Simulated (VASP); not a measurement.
**Ta: single point with LDA**

Ta:

```
Ta
1.0
     6.93570    0.00000    0.00000
     0.00000    6.93570    0.00000
     0.00000    0.00000    6.93570
Ta
16
Direct
  0.00715 0.99347 0.04859
  0.51195 0.99801 0.02291
  0.92299 0.48895 0.97472
  0.97576 0.97808 0.50032
  0.23732 0.24537 0.27461
  0.49278 0.46442 0.96417
  0.49745 0.02205 0.53813
  0.70743 0.25758 0.28137
  0.02562 0.48823 0.50141
  0.20726 0.71765 0.20726
  0.22306 0.23447 0.78156
  0.42903 0.50458 0.49646
  0.72385 0.78051 0.29172
  0.76321 0.21903 0.73753
  0.26126 0.72718 0.76021
  0.76569 0.73593 0.70730
```

```
Program                : VASP 6.6.1
Task                   : single point
Functional             : LDA
Potentials or basis    : VASP PAW LDA potentials, release 64 (Ta_pv)
Cutoff                 : 520 eV
k mesh                 : 2 × 2 × 2
Occupations            : fermi-dirac, width 0.17 eV
Spin                   : no spin polarisation
Dipole correction      : no
Further INCAR settings : LREAL = Auto; ALGO = Normal; EDIFF = 1e-06; NBANDS = 102
```

The pressure is -21.4 GPa, the largest force is 2.395 eV/Å and the band gap on the k mesh is zero (band 88 reaches 4.88 eV, above the bottom of band 89 at 3.91 eV).

Forces on the atoms (eV/Å):
```
Ta  -1.462  0.278 -1.214
Ta  -0.983  0.062 -0.516
Ta   1.774 -0.197  1.155
Ta   2.005  1.308  0.041
Ta  -0.050 -0.634 -1.040
Ta   0.280  0.591  1.028
Ta  -0.799 -0.951 -0.850
Ta   0.666 -0.525 -0.502
Ta  -2.008  0.198  0.220
Ta   1.240  0.212  0.760
Ta   0.321 -0.265 -0.683
Ta   1.914 -0.484  0.133
Ta  -0.103 -1.254 -1.344
Ta  -0.504  0.821  1.018
Ta  -0.972  0.799  0.572
Ta  -1.318  0.040  1.221
```

Stress tensor (GPa, compression positive):
```
-21.48   0.40   1.10
  0.40 -21.30  -0.23
  1.10  -0.23 -21.43
```

Levels at points of the mesh, in eV from the Fermi level:
| k point | band 84 | band 85 | band 86 | band 87 | band 88 | band 89 | band 90 | band 91 | band 92 | band 93 |
| --- | --- | --- | --- | --- | --- | --- | --- | --- | --- | --- |
| (0.00, 0.00, 0.00) | 0.11 | 0.22 | 0.28 | 0.38 | 0.41 | 0.50 | 0.54 | 0.63 | 0.74 | 0.79 |
| (0.50, 0.00, 0.00) | -0.39 | -0.19 | -0.10 | 0.06 | 0.10 | 0.21 | 0.30 | 0.42 | 0.50 | 0.57 |
| (0.00, 0.50, 0.00) | -0.32 | -0.26 | -0.19 | -0.12 | -0.02 | 0.11 | 0.15 | 0.26 | 0.39 | 0.49 |
| (0.00, 0.00, 0.50) | -0.28 | -0.20 | -0.09 | -0.08 | 0.09 | 0.16 | 0.25 | 0.29 | 0.42 | 0.53 |
| (0.50, 0.50, 0.00) | -0.60 | -0.53 | -0.46 | -0.36 | -0.26 | -0.10 | 0.14 | 0.21 | 0.34 | 0.43 |
| (0.00, 0.50, 0.50) | -0.51 | -0.50 | -0.37 | -0.27 | -0.22 | -0.06 | 0.00 | 0.17 | 0.33 | 0.56 |
| (0.50, 0.00, 0.50) | -0.55 | -0.41 | -0.34 | -0.30 | -0.22 | -0.04 | -0.01 | 0.11 | 0.24 | 0.32 |
| (0.50, 0.50, 0.50) | -0.88 | -0.85 | -0.75 | -0.66 | -0.57 | -0.56 | -0.46 | -0.29 | -0.17 | -0.14 |

Wall time 9.7 min on 1 thread of Intel(R) Xeon(R) Platinum 8259CL CPU @ 2.50GHz (Skylake/Cascade Lake), with other jobs on the host, peak memory 0.41 GiB.

Caveat: the k points lie up to 0.45 Å⁻¹ apart; spin-orbit coupling is left out, which moves the levels of the heavy elements; forces of over 1 eV/Å act on the atoms, so gaps and moduli don't describe the material at rest.
